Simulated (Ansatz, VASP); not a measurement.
**One calculation of Ba2CeSnO6, two programs**

File INCAR:

```
SYSTEM = Ba2CeSnO6
ALGO = Normal ; EDIFF = 1E-7
EDIFFG = -0.005 ; ENCUT = 600
GGA = PE ; IBRION = 2
ISIF = 3 ; ISMEAR = 0
LASPH = .TRUE. ; LCHARG = .FALSE.
LDAU = .TRUE. ; LDAUJ = 0 0 0 0
LDAUL = -1 3 -1 -1 ; LDAUPRINT = 1
LDAUTYPE = 2 ; LDAUU = 0 5 0 0
LMAXMIX = 6 ; LREAL = .FALSE.
LWAVE = .FALSE. ; NELM = 150
NSW = 100 ; PREC = Accurate
SIGMA = 0.02
```

Contents of KPOINTS:

```
k-points
0
G
  4 4 4
  0 0 0
```

Contents of POSCAR:

```
Ba2CeSnO6
1.0
    0.0000000000      4.3438728200      4.3438728200
    4.3438728200      0.0000000000      4.3438728200
    4.3438728200      4.3438728200      0.0000000000
Ba Ce O Sn
2 1 6 1
Direct
    0.2500000000      0.2500000000      0.2500000000
    0.7500000000      0.7500000000      0.7500000000
    0.0000000000      0.0000000000      0.0000000000
    0.7421251800      0.2578748200      0.2578748200
    0.2578748200      0.7421251800      0.7421251800
    0.2578748200      0.7421251800      0.2578748200
    0.7421251800      0.2578748200      0.7421251800
    0.2578748200      0.2578748200      0.7421251800
    0.7421251800      0.7421251800      0.2578748200
    0.5000000000      0.5000000000      0.5000000000
```

Input for Ansatz:

```yaml
crystal:
  lattice:
    - [0.0, 4.34387282, 4.34387282]
    - [4.34387282, 0.0, 4.34387282]
    - [4.34387282, 4.34387282, 0.0]
  atoms:
    - { symbol: Ba, position: [0.25, 0.25, 0.25] }
    - { symbol: Ba, position: [0.75, 0.75, 0.75] }
    - { symbol: Ce, position: [0.0, 0.0, 0.0] }
    - { symbol: O, position: [0.74212518, 0.25787482, 0.25787482] }
    - { symbol: O, position: [0.25787482, 0.74212518, 0.74212518] }
    - { symbol: O, position: [0.25787482, 0.74212518, 0.25787482] }
    - { symbol: O, position: [0.74212518, 0.25787482, 0.74212518] }
    - { symbol: O, position: [0.25787482, 0.25787482, 0.74212518] }
    - { symbol: O, position: [0.74212518, 0.74212518, 0.25787482] }
    - { symbol: Sn, position: [0.5, 0.5, 0.5] }
basis:
  ecutwfc: 420
kpoints:
  mp_grid: { grid: [4, 4, 4] }
hamiltonian:
  xc: pbe
  hubbard: { sites: [{ species: Ce, l: f, u_eff: 5.0 }] }
scf:
  occupations: { method: gaussian, width: 0.02 }
output:
  forces: true
  stress: true
  eigenvalues: true
  write_density: true
  write_potential: true
  elf: true
  volumetric_format: npy
relax:
  adjacent_minimum: "off"
  f_tol: 0.005
  max_steps: 80
  cell: { stress_tol: 0.05 }
```

Alike in both runs: task relaxation of cell and atoms; functional PBE; k mesh 4 × 4 × 4; occupations gaussian, width 0.02 eV; no spin polarisation; Hubbard terms Ce f U = 5.0 eV.

```csv
,VASP,Ansatz
version,VASP 6.6.1,Ansatz 0.2.0
potentials or method,"VASP PAW PBE potentials, release 64 (Ba_sv, Ce, O, Sn_d), cutoff 600 eV","scalar-relativistic, plane waves, PAW"
valence electrons in the cell,82,82
```

Ansatz gave:

* gap on the k mesh at the Fermi level, each at its own relaxed structure (eV): 2.69
* relaxed volume (Å³/atom): 16.16
* relaxed length of the cell vector where the two differ most in proportion (Å): 6.114

Problem. What did VASP give for the same quantities?

Solution. gap on the k mesh at the Fermi level, each at its own relaxed structure (eV): 2.68; relaxed volume (Å³/atom): 16.37; relaxed length of the cell vector where the two differ most in proportion (Å): 6.140.

The programs project onto different local orbitals, so the same U acts differently, and such runs can settle in different states.

Spin-orbit coupling is off throughout.
